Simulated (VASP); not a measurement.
Be3V:

```xyz
4
Lattice="0.0000 2.6684 2.6684 2.6684 0.0000 2.6684 2.6684 2.6684 0.0000" Properties=species:S:1:pos:R:3 pbc="T T T"
Be    1.3342    1.3342    1.3342
Be    4.0026    4.0026    4.0026
Be    2.6684    2.6684    2.6684
V     0.0000    0.0000    0.0000
```

Base run:

```yaml
Program: VASP 6.6.1
Functional: r2SCAN
Potentials_or_basis: VASP PAW PBE potentials, release 64 (Be, V_sv)
Cutoff: 520 eV
k_mesh: 14 × 14 × 14
Occupations: gaussian, width 0.1 eV
Spin: collinear spin, ferromagnetic start
Starting_moments: "[0.0, 0.0, 0.0, 2.0] μB"
```

Its results: pressure -1.9 GPa; net moment 0.00 μB per cell.

Problem. The run is repeated on the same cell with these changes: functional from r2SCAN to PBE. What comes out?

Solution. Pressure -0.8 GPa; net moment 0.02 μB per cell; site moments Be -0.00; V +0.02 μB.

Caveats: the moments typed at the start vanished in this run; the PAW data sets were made with another functional, which shifts forces and pressure a little (at least some runs).
